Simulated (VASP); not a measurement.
Mn, 2 atoms in the cell. The typed cell holds 2 atoms: a = 2.592 Å, b = 2.592 Å, c = 4.189 Å, α = 90.00°, β = 90.00°, γ = 119.99°. This isn't the form of Mn at room conditions, which is a 58-atom cubic cell.

```yaml
Program: VASP 6.6.1
Task: single point
Functional: revPBE
Potentials_or_basis: VASP PAW PBE potentials, release 64 (Mn_pv)
Cutoff: 520 eV
k_mesh: 16 × 16 × 9
Occupations: fermi-dirac, width 0.1 eV
Spin: no spin polarisation
Dipole_correction: no
Further_INCAR_settings: ALGO = Normal; EDIFF = 1e-06; NBANDS = 20
```

Potentials or basis: VASP PAW PBE potentials, release 64 (Mn_pv).

Run with:

```sh
$ cat potpaw_PBE.64/Mn_pv/POTCAR > POTCAR
$ mpirun -np 1 vasp_std > vasp.out
```

Hardware: 1 thread of AMD EPYC 7R43 64-Core Processor (Zen 3), on a shared host.

**Question.** Estimate the wall time of this run.

**Answer.** Wall time 4.3 min on 1 thread of AMD EPYC 7R43 64-Core Processor (Zen 3), with other jobs on the host, peak memory 0.29 GiB. Counts: scf iterations 13, k points 617.
